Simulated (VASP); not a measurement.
Runs of VASP 6.6.1 on PbF2. The structure is that of space group Fm-3m (No. 225), or close to it. The cells are those of the table. 

```tsv
task	cell	cutoff (eV)	gap on the mesh (eV)	pressure (GPa)
single point	a = 4.101 Å, angles 60.0°, 3 atoms	520	4.90	5.5
single point	a = 4.187 Å, angles 60.0°, 3 atoms	520	4.93	-0.1
relaxation of cell and atoms	relaxed from a = 4.191 Å, angles 60.0°, 3 atoms	600	4.93	0.0
single point	a = 4.145 Å, angles 60.0°, 3 atoms	520	4.92	(a)
single point	a = 4.228 Å, angles 60.0°, 3 atoms	520	4.94	-2.2
single point	a = 4.269 Å, angles 60.0°, 3 atoms	520	4.94	(b)
```

Alike in all rows: level r2SCAN; potentials or basis VASP PAW PBE potentials, release 64 (Pb_d, F); no spin polarisation; k mesh 8 × 8 × 8; smearing gaussian 0.02 eV.

Estimate the missing entries.

(a) 2.5; (b) -4.0.

Caveats: the PAW data sets were made with another functional, which shifts forces and pressure a little; spin-orbit coupling is left out, which moves the levels of the heavy elements; the cell stands under pressure (at least some runs); the cell stands under tension (at least some runs).

A k mesh can miss the band edges, and the runs leave out spin-orbit coupling on Pb.
